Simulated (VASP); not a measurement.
Set up this calculation in VASP 6.6.1, as the native input.

- Task: single point
- Functional: PBE
- Potentials or basis: VASP PAW PBE potentials, release 64 (Si)
- Cutoff: 500 eV
- k mesh: 1 × 1 × 1
- Occupations: gaussian, width 0.01 eV
- Spin: no spin polarisation
- Dipole correction: no
- Further INCAR settings: ALGO = Normal; EDIFF = 1e-06; NBANDS = 26

The structure of Si lies in POSCAR:

```
Si
1.0
    0.0000000000      5.4437020000      5.4437020000
    5.4437020000      0.0000000000      5.4437020000
    2.7218510000      2.7218510000      0.0000000000
Si
8
Direct
    0.1371490000      0.1215560000      0.2541030000
    0.0007610000      0.0043390000     -0.0145700000
    0.1228450000      0.6210960000      0.2388330000
   -0.0043840000      0.4973370000     -0.0029800000
    0.6202890000      0.1271930000      0.2443110000
    0.4833850000      0.0061870000     -0.0040720000
    0.6211380000      0.6263950000      0.2523890000
    0.5002740000      0.4955600000      0.0019910000
```

One way to write it, as run:

INCAR

```
SYSTEM = Si
ALGO = Normal ; EDIFF = 1E-6
ENCUT = 500 ; GGA = PE
GGA_COMPAT = .False. ; ISIF = 2
ISMEAR = 0 ; LASPH = .True.
LCHARG = .False. ; LREAL = .False.
LWAVE = .False. ; NBANDS = 26
NELM = 120 ; PREC = Accurate
SIGMA = 0.01
```

KPOINTS

```
k-points
0
Gamma
  1 1 1
  0 0 0
```

Potentials or basis: VASP PAW PBE potentials, release 64 (Si).

The run is started by

```sh
$ cat potpaw_PBE.64/Si/POTCAR > POTCAR
$ mpirun -np 1 vasp_gam > vasp.out
```

Results of the run:

```json
{
 "Pressure": "14.4 GPa",
 "Largest force": "2.510 eV/Å"
}
```

Caveat: the k points lie up to 1.63 Å⁻¹ apart; forces of over 1 eV/Å act on the atoms, so gaps and moduli don't describe the material at rest.

It took 11 s on 1 thread of Intel(R) Xeon(R) Platinum 8375C CPU @ 2.90GHz (Ice Lake), with other jobs on the host, peak memory 0.25 GiB.
